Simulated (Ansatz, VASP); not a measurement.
## One calculation of C, two programs

Contents of INCAR:

```
SYSTEM = C
ALGO     = Normal         ! electronic algorithm
EDIFF    = 1E-7           ! SCF threshold, eV
ENCUT    = 520            ! plane-wave cutoff, eV
ISIF     = 2              ! what is computed and relaxed
ISMEAR   = 0              ! smearing method
LASPH    = .True.         ! aspherical terms in the spheres
LCHARG   = .False.        ! write CHGCAR
LREAL    = .False.        ! projectors in reciprocal space
LWAVE    = .False.        ! write WAVECAR
NBANDS   = 11             ! bands
NELM     = 80             ! most SCF steps
PREC     = Accurate       ! precision mode
SIGMA    = 0.01           ! smearing width, eV
```

The input KPOINTS:

```
k-points
0
Gamma
  12 12 12
  0 0 0
```

POSCAR

```
C
1.0
    1.2224302368      0.7057704263      3.3362570191
   -1.2224302368      0.7057704263      3.3362570191
    0.0000000000     -1.4115408525      3.3362570191
C
2
Direct
    0.8259319910      0.8341124169      0.8371066606
    0.1666171868      0.1666171868      0.1666171868
```

Input for Ansatz:

```yaml
crystal:
  lattice:
    - [1.22243023678, 0.70577042627, 3.33625701913]
    - [-1.22243023678, 0.70577042627, 3.33625701913]
    - [0.0, -1.41154085254, 3.33625701913]
  atoms:
    - { symbol: C, position: [0.825931990975, 0.8341124169, 0.837106660602] }
    - { symbol: C, position: [0.166617186845, 0.166617186845, 0.166617186845] }
kpoints:
  mp_grid: { grid: [12, 12, 12] }
scf:
  occupations: { method: fixed }
  convergence: { dr2_threshold: 1.0e-10 }
hamiltonian:
  xc: lda
  pseudopotentials: { kind: paw }
output:
  forces: true
  stress: true
  eigenstates:
    kpoints:
      - [0.0, 0.0, 0.0]
      - [0.0, -0.333333333, 0.333333333]
      - [-0.333333333, 0.0, 0.333333333]
      - [-0.333333333, 0.333333333, 0.0]
      - [-0.5, -0.5, -0.5]
      - [-0.5, 0.0, 0.0]
      - [0.0, -0.5, 0.0]
      - [0.0, 0.0, -0.5]
      - [-0.5, 0.0, -0.5]
      - [-0.5, -0.5, 0.0]
      - [0.0, -0.5, -0.5]
  eigenvalues: true
```

Change from the starting cell: atom 1 moved by [-0.01, -0.01, -0.01] A, PAW files.

Alike in both runs: task single point; functional LDA; k mesh 12 × 12 × 12; no spin polarisation.

```csv
,VASP,Ansatz
version,VASP 6.6.1,Ansatz 0.2.0
potentials or method,"VASP PAW LDA potentials, release 64 (C)","PAW with Ansatz's default frozen-core files, scalar-relativistic"
plane-wave cutoff (eV),520,420
occupations,"gaussian, width 0.01 eV",fixed
valence electrons in the cell,8,8
```

|  | VASP | Ansatz | Ansatz less VASP |
| --- | --- | --- | --- |
| gap on the k mesh at the Fermi level (eV) | 0.48 | 0.48 | -0.002 |
| pressure (GPa) | 0.9 | 0.1 | -0.81 |
| traceless stress, the component that is largest in VASP (GPa) | 1.88 | 1.40 | -0.473 |
| rms of the force components (eV/Å) | 0.478 | 0.480 | +0.0014 |

LDA's correlation is that of Perdew and Zunger in VASP and of Perdew and Wang (1992) in Ansatz. Atom by atom the forces differ by 0.001 eV/Å (rms over components).
